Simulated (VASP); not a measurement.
# Pt in VASP: single point with LDA

Aim: the single point of Pt with LDA.

Program: VASP 6.6.1. These are calculated values, not measurements. Logs are shortened: lines on timing, memory, paths and dates and some standing lists are left out, and cuts for length are marked.

### 1 The cell of the first run

The cell holds a single atom in a box, 1 atom: a = 14.000 Å, b = 14.400 Å, c = 14.800 Å, α = 90.00°, β = 90.00°, γ = 90.00°.

### 2 Single point, LDA, collinear spin

INCAR reads:

```
  ALGO = Normal
  EDIFF = 1E-6
  ENCUT = 520
  ISIF = 2
  ISMEAR = -1
  ISPIN = 2
  ISYM = 0
  LASPH = True
  LCHARG = False
  LMAXMIX = 4
  LORBIT = 11
  LREAL = False
  LWAVE = False
  MAGMOM = 2
  NBANDS = 15
  NELM = 150
  PREC = Accurate
  SIGMA = 0.01
```

KPOINTS reads:

```
k-points
0
Gamma
  1 1 1
```

POSCAR reads:

```
Pt
1.0
   14.0000000000      0.0000000000      0.0000000000
    0.0000000000     14.4000000000      0.0000000000
    0.0000000000      0.0000000000     14.8000000000
Pt
1
Direct
    0.5000000000      0.5000000000      0.5000000000
```

Potentials or basis: VASP PAW LDA potentials, release 64 (Pt).

On the command line:

```bash
> cat potpaw_LDA.64/Pt/POTCAR > POTCAR
> mpirun -np 1 vasp_gam > vasp.out
```

OUTCAR:

```text
EDIFF = 1E-6
   ENCUT = 520
   ISIF = 2
   ISMEAR = -1
   ISPIN = 2
   ISYM = 0
   LASPH = True
   LORBIT = 11
   LREAL = False
   NELM = 150
   PREC = Accurate

 ion  position               nearest neighbor table
   1  0.500  0.500  0.500-

IMPORTANT INFORMATION: All symmetrisations will be switched off!
NOSYMM: (Re-)initialisation of all symmetry stuff for point group C_1.

----------------------------------------------------------------------------------------

                                     Primitive cell

  volume of cell :    2983.6800

  direct lattice vectors                    reciprocal lattice vectors
    14.000000000  0.000000000  0.000000000     0.071428571  0.000000000  0.000000000
     0.000000000 14.400000000  0.000000000     0.000000000  0.069444444  0.000000000
     0.000000000  0.000000000 14.800000000     0.000000000  0.000000000  0.067567568

  length of vectors
    14.000000000 14.400000000 14.800000000     0.071428571  0.069444444  0.067567568

  position of ions in fractional coordinates (direct lattice)
     0.500000000  0.500000000  0.500000000

  ion indices of the primitive-cell ions
   primitive index   ion index
                 1           1

----------------------------------------------------------------------------------------

 KPOINTS: k-points

Automatic generation of k-mesh.
 Grid dimensions read from file:
 generate k-points for:    1    1    1

 Generating k-lattice:

  Cartesian coordinates                     Fractional coordinates (reciprocal lattice)
     0.071428571  0.000000000  0.000000000     1.000000000  0.000000000  0.000000000
     0.000000000  0.069444444  0.000000000     0.000000000  1.000000000  0.000000000
     0.000000000  0.000000000  0.067567568     0.000000000  0.000000000  1.000000000

  Length of vectors
     0.071428571  0.069444444  0.067567568

  Shift w.r.t. Gamma in fractional coordinates (k-lattice)
     0.000000000  0.000000000  0.000000000

 Subroutine IBZKPT returns following result:
 ===========================================

 Found      1 irreducible k-points:

 Following reciprocal coordinates:
            Coordinates               Weight
  0.000000  0.000000  0.000000      1.000000
   k-points           NKPTS =      1   k-points in BZ     NKDIM =      1   number of bands    NBANDS=     15
   number of dos      NEDOS =    301   number of ions     NIONS =      1
   total plane-waves  NPLWV = ******
   dimension x,y,z NGX =   108 NGY =  108 NGZ =  112
   dimension x,y,z NGXF=   216 NGYF=  216 NGZF=  224
   ions per type =               1
   NGX,Y,Z   is equivalent  to a cutoff of  12.82, 12.47, 12.58 a.u.
   NGXF,Y,Z  is equivalent  to a cutoff of  25.65, 24.94, 25.16 a.u.
 SYSTEM =  unknown system
   PREC   = accura    normal or accurate (medium, high low for compatibility)
   ISTART =      0    job   : 0-new  1-cont  2-samecut
   ICHARG =      2    charge: 1-file 2-atom 10-const
   ISPIN  =      2    spin polarized calculation?
   LNONCOLLINEAR =      F non collinear calculations
   LSORBIT =      F    spin-orbit coupling
   LASPH  =      T    aspherical Exc in radial PAW
   ENCUT  =  520.0 eV  38.22 Ry    6.18 a.u.  26.03 26.77 27.52*2*pi/ulx,y,z
   NELM   =    150;   NELMIN=  2; NELMDL= -5     # of ELM steps
   EDIFF  = 0.1E-05   stopping-criterion for ELM
   LREAL  =      F    real-space projection
   EDIFFG = 0.1E-04   stopping-criterion for IOM
   NSW    =      0    number of steps for IOM
   IBRION =     -1    ionic relax: 0-MD 1-quasi-New 2-CG
   NFREE  =      0    steps in history (QN), initial steepest desc. (CG)
   ISIF   =      2    stress and relaxation
   ISYM   =      0    0-nonsym 1-usesym 2-fastsym
   POTIM  = 0.5000    time-step for ionic-motion
   TEBEG  =    0.0;   TEEND  =   0.0 temperature during run
   PSTRESS=    0.0 pullay stress
   NELECT =      10.0000    total number of electrons
   NUPDOWN=      -1.0000    fix difference up-down
   EMIN   =  10.00;   EMAX   =-10.00  energy-range for DOS
   EFERMI =   0.00;   METHOD = LEGACY
   ISMEAR =    -1;   SIGMA  =   0.01  broadening in eV -4-tet -1-fermi 0-gaus
   EFERMI_NEDOS =   21; number of points for ismear=-14 and -15
   IALGO  =     38    algorithm
   IMIX   =      4    mixing-type and parameters
     AMIX     =   0.40;   BMIX     =  1.00
     AMIX_MAG =   1.60;   BMIX_MAG =  1.00
  volume/ion in A,a.u.               =    2983.68     20134.87
  Fermi-wavevector in a.u.,A,eV,Ry     =   0.244995  0.462974  0.816657  0.060023
  Thomas-Fermi vector in A             =   1.055438
   LORBIT       =     11    0 simple, 1 ext, 2 COOP (PROOUT), +10 PAW based schemes
   GGA     = CA    functional components
   LHFCALC =     F    Hartree Fock is set to
   AEXX    =    0.0000 exact exchange contribution
   IVDW    =     0    specifies the selected vdW correction
   LEPSILON=     F    determine dielectric tensor
   LRPA    =     F    only Hartree local field effects (RPA)
 spin polarized calculation
  energy-cutoff  :      520.00
  volume of cell :     2983.68
 maximum number of plane-waves:     40220
 NGX is ok and might be reduce to   108
   NGX = 53   NGY = 53   NGZ = 55

 number of electron      10.0000001 magnetization       2.0000000

 Free energy of the ion-electron system (eV)
  ---------------------------------------------------
  ext. energy  EPLUGINS =         0.00000000
  ---------------------------------------------------
  free energy    TOTEN  =        -0.40342339 eV

  energy without entropy =       -0.37840342  energy(sigma->0) =       -0.39091340

 E-fermi :  -5.8698     XC(G=0):  -0.3699

 val. band max:       -5.8836091094   @ k =   0.0000   0.0000   0.0000
 cond. band min:      -5.3907705467   @ k =   0.0000   0.0000   0.0000
 fundamental gap:      0.4928385627
 Fermi energy:        -5.8698175534

 spin component 1

 k-point     1 :       0.0000    0.0000    0.0000
  band No.  band energies     occupation
      1      -6.6207      1.00000
      2      -6.6206      1.00000
      3      -6.6202      1.00000
      4      -6.6201      1.00000
      5      -6.6198      1.00000
      6      -6.1707      1.00000
      7      -1.0558      0.00000
      8      -1.0550      0.00000
      9      -1.0540      0.00000
     10      -0.0845      0.00000
     11       0.5903      0.00000
     12       0.6296      0.00000
     13       0.7326      0.00000
     14       0.7394      0.00000
     15       0.7716      0.00000
 Fermi energy:        -5.8698175534

 spin component 2

 k-point     1 :       0.0000    0.0000    0.0000
  band No.  band energies     occupation
      1      -5.8838      0.80150
      2      -5.8837      0.80040
      3      -5.8837      0.80027
      4      -5.8836      0.79898
      5      -5.8836      0.79886
      6      -5.3908      0.00000
      7      -0.6073      0.00000
      8      -0.6053      0.00000
      9      -0.6028      0.00000
     10      -0.0636      0.00000
     11       0.5977      0.00000
     12       0.6377      0.00000
     13       0.7706      0.00000
     14       0.7788      0.00000
     15       0.8081      0.00000

------------------------ aborting loop because EDIFF is reached ----------------------------------------

  FORCE on cell =-STRESS in cart. coord.  units (eV):
  Direction    XX          YY          ZZ          XY          YZ          ZX
  --------------------------------------------------------------------------------------
  -------------------------------------------------------------------------------------
  Total       -0.0138815     -0.0115397     -0.0102977     -0.0027912      0.0003572     -0.0011015
  in kB       -0.0074541     -0.0061966     -0.0055297     -0.0014988      0.0001918     -0.0005915
  external PRESSURE =      -0.0063934 kB  Pullay stress =       0.0000000 kB

 VOLUME and BASIS-vectors are now :
 -----------------------------------------------------------------------------
  energy-cutoff  :      520.00
  volume of cell :     2983.68
      direct lattice vectors                 reciprocal lattice vectors
    14.000000000  0.000000000  0.000000000     0.071428571  0.000000000  0.000000000
     0.000000000 14.400000000  0.000000000     0.000000000  0.069444444  0.000000000
     0.000000000  0.000000000 14.800000000     0.000000000  0.000000000  0.067567568

 POSITION                                       TOTAL-FORCE (eV/Angst)
 -----------------------------------------------------------------------------------
      7.00000      7.20000      7.40000        -0.000000     -0.000001      0.000000
 -----------------------------------------------------------------------------------
    total drift:                               -0.000000     -0.000001      0.000000

  FREE ENERGIE OF THE ION-ELECTRON SYSTEM (eV)
  ---------------------------------------------------
  free  energy   TOTEN  =        -0.4034233883 eV

  energy  without entropy=       -0.3784034178  energy(sigma->0) =       -0.39091340

 total charge

# of ion       s       p       d       tot
------------------------------------------
    1        0.514   0.000   8.152   8.666

 magnetization (x)

# of ion       s       p       d       tot
------------------------------------------
    1        0.514   0.000   0.915   1.429
```

It took 6.7 min on 1 thread of AMD EPYC 7R13 (Zen 3), shared host; peak memory 1.6 GiB.

What came out:

```
Free energy                                           : -0.4034 eV
Pressure                                              : 0.0 GPa
Band gap on the k mesh                                : zero (filled and empty bands touch)
Net moment                                            : 2.00 μB per cell
Site moments                                          : Pt +1.43 μB
Valence electrons inside the program's atomic spheres : Pt 8.67
```

Caveat: spin-orbit coupling is left out, which moves the levels of the heavy elements.
